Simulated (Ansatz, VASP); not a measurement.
**One calculation of FeO, two programs**

```
Fe O
1.0
     0.00000    2.15540    2.15540
     2.15540    0.00000    2.15540
     2.15540    2.15540    0.00000
Fe O
1 1
Cartesian
  0.0000 0.0000 0.0000
  2.1554 2.1554 2.1554
```

Alike in both runs: task single point; functional PBE; k mesh 11 × 11 × 11; occupations fermi-dirac, width 0.05 eV; no spin polarisation.

|  | VASP | Ansatz |
| --- | --- | --- |
| version | VASP 6.6.1 | Ansatz 0.2.0 |
| potentials or method | VASP PAW PBE potentials, release 64 (Fe_sv, O) | Ansatz PAW |
| plane-wave cutoff (eV) | 700 | 420 |
| valence electrons in the cell | 22 | 22 |

|  | VASP | Ansatz | Ansatz less VASP |
| --- | --- | --- | --- |
| gap on the k mesh at the Fermi level (eV) | none | none | - |
| pressure (GPa) | -26.7 | -25.7 | +1.02 |

A gap of «none» marks a metal or a gap that the smearing closes. With one functional, cell and mesh, what is left measures potentials, basis and numerics.
